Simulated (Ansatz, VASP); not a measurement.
Two plane-wave programs on CaO

```
Ca O
1.0
     0.02521    2.39879    2.39879
     2.39879    0.02521    2.39879
     2.39879    2.39879    0.02521
Ca O
1 1
Direct
  0.00000 0.00000 0.00000
  0.50000 0.50000 0.50000
```

Change from the starting cell: epitaxial_111 strain -1.0%.

Alike in both runs: task single point; functional PBE; k mesh 10 × 10 × 10; occupations fermi-dirac, width 0.02 eV; no spin polarisation.

|  | VASP | Ansatz |
| --- | --- | --- |
| version | VASP 6.6.1 | Ansatz 0.2.0 |
| potentials or method | VASP PAW PBE potentials, release 64 (Ca_sv, O) | plane waves, PAW |
| plane-wave cutoff (eV) | 520 | 420 |
| valence electrons in the cell | 16 | 16 |

```tsv
	VASP	Ansatz	Ansatz less VASP
gap on the k mesh at the Fermi level (eV)	3.61	3.63	+0.020
pressure (GPa)	4.8	4.2	-0.66
traceless stress, the component that is largest in VASP (GPa)	-0.82	-0.83	-0.007
```
